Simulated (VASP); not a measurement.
Input of a VASP 6.6.1 run:

INCAR

```
SYSTEM = NaF
PREC = Accurate
ENCUT = 600
EDIFF = 1E-7
ISMEAR = 0
SIGMA = 0.02
LREAL = .False.
LASPH = .True.
NELM = 80
ALGO = Normal
ISIF = 3
LWAVE = .False.
LCHARG = .False.
GGA = PE
IBRION = 2
NSW = 100
EDIFFG = -0.005
```

KPOINTS

```
regular mesh
0
Gamma
  8 8 8
  0 0 0
```

Contents of POSCAR:

```
NaF
1.0
    0.0000000000      2.3499911814      2.3499911814
    2.3499911814      0.0000000000      2.3499911814
    2.3499911814      2.3499911814      0.0000000000
Na F
1 1
Direct
    0.0000000000      0.0000000000      0.0000000000
    0.5000000000      0.5000000000      0.5000000000
```

Potentials or basis: VASP PAW PBE potentials, release 64 (Na_pv, F).

Launch:

```console
$ cat potpaw_PBE.64/Na_pv/POTCAR potpaw_PBE.64/F/POTCAR > POTCAR
$ mpirun -np 1 vasp_std > vasp.out
```

(1) What does it give for the space group after relaxing (to 0.05 Å)?

(2) What does it give for the band gap on the k mesh?

(3) What does it give for the relaxed volume?

(4) Estimate the relaxed cell.

Answers

(1) Fm-3m (No. 225).

(2) 6.09 eV, direct.

(3) 12.94 Å³/atom.

(4) a = 3.320 Å, b = 3.320 Å, c = 3.320 Å, α = 60.00°, β = 60.00°, γ = 60.00°.
